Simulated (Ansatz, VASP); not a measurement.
**One calculation of BAs, two programs**

```xyz
2
Lattice="0.0000 2.3659 2.3659 2.3659 0.0000 2.3659 2.3659 2.3659 0.0000" Properties=species:S:1:pos:R:3 pbc="T T T"
B     0.0000    0.0000    0.0000
As    1.1830    1.1830    1.1830
```

Alike in both runs: functional LDA; k mesh 15 × 15 × 15; occupations fermi-dirac, width 0.05 eV; no spin polarisation.

Ansatz relaxed the structure, and its values are those at the end. VASP's run is a single point on that final structure, the one shown.

|  | VASP | Ansatz |
| --- | --- | --- |
| version | VASP 6.6.1 | Ansatz 0.2.0 |
| potentials or method | VASP PAW LDA potentials, release 64 (B, As_d) | PAW with Ansatz's default frozen-core files, scalar-relativistic |
| plane-wave cutoff (eV) | 560 | 420 |
| valence electrons in the cell | 18 | 18 |

|  | VASP | Ansatz | Ansatz less VASP |
| --- | --- | --- | --- |
| pressure (GPa) | 1.1 | 0.0 | -1.06 |

LDA's correlation is that of Perdew and Zunger in VASP and of Perdew and Wang (1992) in Ansatz.
